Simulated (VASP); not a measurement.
Runs of VASP 6.6.1 on TaN. The structure is that of space group P-6m2 (No. 187), or close to it. The cells are those of the table. 

| cell | gap on the mesh (eV) | pressure (GPa) |
| --- | --- | --- |
| a = 2.888, b = 2.888, c = 2.834 Å, angles 90.0, 90.0, 120.0°, 2 atoms | none | 15.8 |
| a = 2.837, b = 2.837, c = 2.784 Å, angles 90.0, 90.0, 120.0°, 2 atoms | none | 41.9 |
| a = 2.863, b = 2.863, c = 2.809 Å, angles 90.0, 90.0, 120.0°, 2 atoms | none | 28.0 |
| a = 2.913, b = 2.913, c = 2.859 Å, angles 90.0, 90.0, 120.0°, 2 atoms | none | (a) |
| a = 3.010, b = 3.010, c = 2.953 Å, angles 90.0, 90.0, 120.0°, 2 atoms | none | (b) |
| a = 3.033, b = 3.033, c = 2.976 Å, angles 90.0, 90.0, 120.0°, 2 atoms | none | (c) |
| a = 2.986, b = 2.986, c = 2.930 Å, angles 90.0, 90.0, 120.0°, 2 atoms | none | -19.3 |
| a = 2.938, b = 2.938, c = 2.883 Å, angles 90.0, 90.0, 120.0°, 2 atoms | none | -4.1 |

Alike in all rows: task single point; level PBEsol; potentials or basis VASP PAW PBE potentials, release 64 (Ta_pv, N); no spin polarisation; k mesh 11 × 11 × 10; cutoff (eV) 520; smearing fermi-dirac 0.15 eV.

**Question.** Fill in the values left out.

**Answer.** (a) 5.2; (b) -25.4; (c) -30.8.

Caveats: the PAW data sets were made with another functional, which shifts forces and pressure a little; spin-orbit coupling is left out, which moves the levels of the heavy elements.

A k mesh can miss the band edges, and the runs leave out spin-orbit coupling on Ta.

A gap of «none» marks levels without a gap at the run's occupations.
